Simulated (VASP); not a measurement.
# YZnC4N4 (P-43m) in VASP: a series of runs, part 2 of 2

VASP 6.6.1. The steps go on from the part before.

**3. Single point, PBE**

This run uses another cell than the first one, of 26.22 Å³/atom.

The input, INCAR:

```
SYSTEM = YZnC4N4
PREC     = Accurate       ! precision mode
ENCUT    = 910            ! plane-wave cutoff, eV
EDIFF    = 1E-6           ! SCF threshold, eV
ISMEAR   = 0              ! smearing method
SIGMA    = 0.1            ! smearing width, eV
LREAL    = .FALSE.        ! projectors in reciprocal space
LASPH    = .TRUE.         ! aspherical terms in the spheres
NELM     = 120            ! most SCF steps
ALGO     = Normal         ! electronic algorithm
ISIF     = 2              ! what is computed and relaxed
LWAVE    = .FALSE.        ! write WAVECAR
LCHARG   = .FALSE.        ! write CHGCAR
GGA      = PE             ! functional
NBANDS   = 40             ! bands
GGA_COMPAT= .FALSE.
```

The input, KPOINTS:

```
regular mesh
0
G
  4 4 4
  0 0 0
```

The input, POSCAR:

```
YZnC4N4
1.0
    6.4001470399      0.0000000000      0.0000000000
    0.0000000000      6.4001470399      0.0000000000
    0.0000000000      0.0000000000      6.4001470399
Y Zn C N
1 1 4 4
Direct
    0.0000000000      0.0000000000      0.0000000000
    0.5000000000      0.5000000000      0.5000000000
    0.2172923948      0.2172923948      0.2172923948
    0.2172923948      0.7827076052      0.7827076052
    0.7827076052      0.2172923948      0.7827076052
    0.7827076052      0.7827076052      0.2172923948
    0.3229931364      0.3229931364      0.3229931364
    0.3229931364      0.6770068636      0.6770068636
    0.6770068636      0.3229931364      0.6770068636
    0.6770068636      0.6770068636      0.3229931364
```

Potentials or basis: VASP PAW PBE potentials, release 64 (Y_sv, Zn, C_h, N_h).

Started as:

```console
> cat potpaw_PBE.64/Y_sv/POTCAR potpaw_PBE.64/Zn/POTCAR potpaw_PBE.64/C_h/POTCAR potpaw_PBE.64/N_h/POTCAR > POTCAR
> mpirun -np 1 vasp_std > vasp.out
```

OUTCAR:

```text
SYSTEM = YZnC4N4
   PREC = Accurate
   ENCUT = 910
   EDIFF = 1E-6
   ISMEAR = 0
   LREAL = .FALSE.
   LASPH = .TRUE.
   NELM = 120
   ISIF = 2
   GGA = PE

 ion  position               nearest neighbor table
   1  0.000  0.000  0.000-   3 2.41   4 2.41   5 2.41   6 2.41
   2  0.500  0.500  0.500-   7 1.96   8 1.96   9 1.96  10 1.96
   3  0.217  0.217  0.217-   7 1.17   1 2.41
   4  0.217  0.783  0.783-   8 1.17   1 2.41
   5  0.783  0.217  0.783-   9 1.17   1 2.41
   6  0.783  0.783  0.217-  10 1.17   1 2.41
   7  0.323  0.323  0.323-   3 1.17   2 1.96
   8  0.323  0.677  0.677-   4 1.17   2 1.96
   9  0.677  0.323  0.677-   5 1.17   2 1.96
  10  0.677  0.677  0.323-   6 1.17   2 1.96

  LATTYP: Found a simple cubic cell.
 ALAT       =     6.4001470399

  Lattice vectors:

 A1 = (   6.4001470399,   0.0000000000,   0.0000000000)
 A2 = (   0.0000000000,   6.4001470399,   0.0000000000)
 A3 = (   0.0000000000,   0.0000000000,   6.4001470399)

Analysis of symmetry for initial positions (statically):
=====================================================================
 Subroutine PRICEL returns:
 Original cell was already a primitive cell.

 Routine SETGRP: Setting up the symmetry group for a
 simple cubic supercell.

 Subroutine GETGRP returns: Found 24 space group operations
 (whereof 24 operations were pure point group operations)
 out of a pool of 48 trial point group operations.

The static configuration has the point symmetry T_d .

Analysis of symmetry for dynamics (positions and initial velocities):
=====================================================================
 Subroutine PRICEL returns:
 Original cell was already a primitive cell.

 Routine SETGRP: Setting up the symmetry group for a
 simple cubic supercell.

 Subroutine GETGRP returns: Found 24 space group operations
 (whereof 24 operations were pure point group operations)
 out of a pool of 48 trial point group operations.

The dynamic configuration has the point symmetry T_d .

 Subroutine INISYM returns: Found 24 space group operations
 (whereof 24 operations are pure point group operations),
 and found     1 'primitive' translations

----------------------------------------------------------------------------------------

                                     Primitive cell

  volume of cell :     262.1621

  direct lattice vectors                    reciprocal lattice vectors
     6.400147040  0.000000000  0.000000000     0.156246410  0.000000000  0.000000000
     0.000000000  6.400147040  0.000000000     0.000000000  0.156246410  0.000000000
     0.000000000  0.000000000  6.400147040     0.000000000  0.000000000  0.156246410

  length of vectors
     6.400147040  6.400147040  6.400147040     0.156246410  0.156246410  0.156246410

  position of ions in fractional coordinates (direct lattice)
     0.000000000  0.000000000  0.000000000
     0.500000000  0.500000000  0.500000000
     0.217292395  0.217292395  0.217292395
     0.217292395  0.782707605  0.782707605
     0.782707605  0.217292395  0.782707605
[... 51 lines left out ...]
  0.500000  0.250000  0.000000     12.000000
  0.500000  0.500000  0.000000      3.000000
  0.250000  0.250000  0.250000      8.000000
  0.500000  0.250000  0.250000     12.000000
  0.500000  0.500000  0.250000      6.000000
  0.500000  0.500000  0.500000      1.000000
   k-points           NKPTS =     10   k-points in BZ     NKDIM =     10   number of bands    NBANDS=     40
   number of dos      NEDOS =    301   number of ions     NIONS =     10
   total plane-waves  NPLWV = 262144
   dimension x,y,z NGX =    64 NGY =   64 NGZ =   64
   dimension x,y,z NGXF=   128 NGYF=  128 NGZF=  128
   ions per type =               1   1   4   4
   NGX,Y,Z   is equivalent  to a cutoff of  16.62, 16.62, 16.62 a.u.
   NGXF,Y,Z  is equivalent  to a cutoff of  33.25, 33.25, 33.25 a.u.
 SYSTEM =  YZnC4N4
   PREC   = accura    normal or accurate (medium, high low for compatibility)
   ISTART =      0    job   : 0-new  1-cont  2-samecut
   ICHARG =      2    charge: 1-file 2-atom 10-const
   ISPIN  =      1    spin polarized calculation?
   LNONCOLLINEAR =      F non collinear calculations
   LSORBIT =      F    spin-orbit coupling
   LASPH  =      T    aspherical Exc in radial PAW
   ENCUT  =  910.0 eV  66.88 Ry    8.18 a.u.  15.74 15.74 15.74*2*pi/ulx,y,z
   NELM   =    120;   NELMIN=  2; NELMDL= -5     # of ELM steps
   EDIFF  = 0.1E-05   stopping-criterion for ELM
   LREAL  =      F    real-space projection
   EDIFFG = 0.1E-04   stopping-criterion for IOM
   NSW    =      0    number of steps for IOM
   IBRION =     -1    ionic relax: 0-MD 1-quasi-New 2-CG
   NFREE  =      0    steps in history (QN), initial steepest desc. (CG)
   ISIF   =      2    stress and relaxation
   ISYM   =      2    0-nonsym 1-usesym 2-fastsym
   POTIM  = 0.5000    time-step for ionic-motion
   TEBEG  =    0.0;   TEEND  =   0.0 temperature during run
   PSTRESS=    0.0 pullay stress
   NELECT =      59.0000    total number of electrons
   NUPDOWN=      -1.0000    fix difference up-down
   EMIN   =  10.00;   EMAX   =-10.00  energy-range for DOS
   EFERMI =   0.00;   METHOD = LEGACY
   ISMEAR =     0;   SIGMA  =   0.10  broadening in eV -4-tet -1-fermi 0-gaus
   EFERMI_NEDOS =   21; number of points for ismear=-14 and -15
   IALGO  =     38    algorithm
   IMIX   =      4    mixing-type and parameters
     AMIX     =   0.40;   BMIX     =  1.00
     AMIX_MAG =   1.60;   BMIX_MAG =  1.00
  volume/ion in A,a.u.               =      26.22       176.92
  Fermi-wavevector in a.u.,A,eV,Ry     =   0.995793  1.881775 13.491576  0.991603
  Thomas-Fermi vector in A             =   2.127837
   LORBIT       =      0    0 simple, 1 ext, 2 COOP (PROOUT), +10 PAW based schemes
   GGA     = PE    functional components
   LHFCALC =     F    Hartree Fock is set to
   AEXX    =    0.0000 exact exchange contribution
   IVDW    =     0    specifies the selected vdW correction
   LEPSILON=     F    determine dielectric tensor
   LRPA    =     F    only Hartree local field effects (RPA)
 non-spin polarized calculation
 Gauss-broadening in eV      SIGMA  =   0.10
  energy-cutoff  :      910.00
  volume of cell :      262.16
 maximum number of plane-waves:     16420
 NGX is ok and might be reduce to    64
   NGX = 31   NGY = 31   NGZ = 31

 number of electron      59.0000001 magnetization

 Free energy of the ion-electron system (eV)
  ---------------------------------------------------
  ext. energy  EPLUGINS =         0.00000000
  ---------------------------------------------------
  free energy    TOTEN  =       -76.22820943 eV

  energy without entropy =      -76.15732578  energy(sigma->0) =      -76.19276761

 E-fermi :   0.7533     XC(G=0):  -6.4013

 val. band max:        0.7505581332   @ k =   0.0000   0.0000   0.0000
 cond. band min:       0.7551906336   @ k =   0.2500   0.0000   0.0000
 fundamental gap:      0.0046325004
 Fermi energy:         0.7533017980

 k-point     1 :       0.0000    0.0000    0.0000
  band No.  band energies     occupation
      1     -43.1972      2.00000
      2     -23.2517      2.00000
      3     -23.2517      2.00000
      4     -23.2517      2.00000
      5     -19.0207      2.00000
      6     -18.9086      2.00000
[... 419 lines left out ...]
     39       4.4200      0.00000
     40       4.4253      0.00000

------------------------ aborting loop because EDIFF is reached ----------------------------------------

  FORCE on cell =-STRESS in cart. coord.  units (eV):
  Direction    XX          YY          ZZ          XY          YZ          ZX
  --------------------------------------------------------------------------------------
  -------------------------------------------------------------------------------------
  Total        0.1202533      0.1202533      0.1202533     -0.0000000     -0.0000000     -0.0000000
  in kB        0.7349163      0.7349163      0.7349163     -0.0000000     -0.0000000     -0.0000000
  external PRESSURE =       0.7349163 kB  Pullay stress =       0.0000000 kB

 VOLUME and BASIS-vectors are now :
 -----------------------------------------------------------------------------
  energy-cutoff  :      910.00
  volume of cell :      262.16
      direct lattice vectors                 reciprocal lattice vectors
     6.400147040  0.000000000  0.000000000     0.156246410  0.000000000  0.000000000
     0.000000000  6.400147040  0.000000000     0.000000000  0.156246410  0.000000000
     0.000000000  0.000000000  6.400147040     0.000000000  0.000000000  0.156246410

 POSITION                                       TOTAL-FORCE (eV/Angst)
 -----------------------------------------------------------------------------------
      0.00000      0.00000      0.00000         0.000000     -0.000000     -0.000000
      3.20007      3.20007      3.20007         0.000000      0.000000     -0.000000
      1.39070      1.39070      1.39070        -0.000890     -0.000890     -0.000890
      1.39070      5.00944      5.00944        -0.000890      0.000890      0.000890
      5.00944      1.39070      5.00944         0.000890     -0.000890      0.000890
      5.00944      5.00944      1.39070         0.000890      0.000890     -0.000890
      2.06720      2.06720      2.06720        -0.009732     -0.009732     -0.009732
      2.06720      4.33294      4.33294        -0.009732      0.009732      0.009732
      4.33294      2.06720      4.33294         0.009732     -0.009732      0.009732
      4.33294      4.33294      2.06720         0.009732      0.009732     -0.009732
 -----------------------------------------------------------------------------------
    total drift:                               -0.000000     -0.000000     -0.000000

  FREE ENERGIE OF THE ION-ELECTRON SYSTEM (eV)
  ---------------------------------------------------
  free  energy   TOTEN  =       -76.2282094271 eV

  energy  without entropy=      -76.1573257841  energy(sigma->0) =      -76.19276761
```

Run time: 4 min. Hardware: 1 thread of AMD EPYC 7R13 (Zen 3), shared host; peak memory 0.72 GiB.

Results:

```
Free energy            : -76.2282 eV
Pressure               : 0.1 GPa
Largest force          : 0.017 eV/Å
Band gap on the k mesh : zero (an odd number of electrons rules out a gap without spin polarisation)
```

Forces on the atoms (eV/Å):
```
Y    0.000  0.000  0.000
Zn   0.000  0.000  0.000
C   -0.001 -0.001 -0.001
C   -0.001  0.001  0.001
C    0.001 -0.001  0.001
C    0.001  0.001 -0.001
N   -0.010 -0.010 -0.010
N   -0.010  0.010  0.010
N    0.010 -0.010  0.010
N    0.010  0.010 -0.010
```

Caveat: the cutoff is under 1.25 times the usual one of these potentials, so pressure, stress and relaxed cells hold a basis-set (Pulay) error.
